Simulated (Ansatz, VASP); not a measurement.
B in VASP and in Ansatz

```
CELL_PARAMETERS angstrom
1.70513 0.00000 0.00000
-0.85257 1.47669 0.00000
0.00000 0.00000 3.70627
ATOMIC_POSITIONS crystal
B 0.00000 0.00000 0.00000
```

Alike in both runs: functional r2SCAN; k mesh 33 × 33 × 24; occupations gaussian, width 0.1 eV; no spin polarisation.

Ansatz relaxed the structure, and its values are those at the end. VASP's run is a single point on that final structure, the one shown.

```csv
,VASP,Ansatz
version,VASP 6.6.1,Ansatz 0.2.0
potentials or method,"VASP PAW PBE potentials, release 64 (B), cutoff 520 eV","scalar-relativistic, plane waves, PAW"
valence electrons in the cell,3,3
```

|  | VASP | Ansatz | Ansatz less VASP |
| --- | --- | --- | --- |
| gap on the k mesh at the Fermi level (eV) | none | none | - |
| pressure (GPa) | 0.1 | 0.0 | -0.09 |

VASP's potentials were made for PBE, not for r2SCAN. A gap of «none» marks a metal or a gap that the smearing closes. With one functional, cell and mesh, what is left measures potentials, basis and numerics.
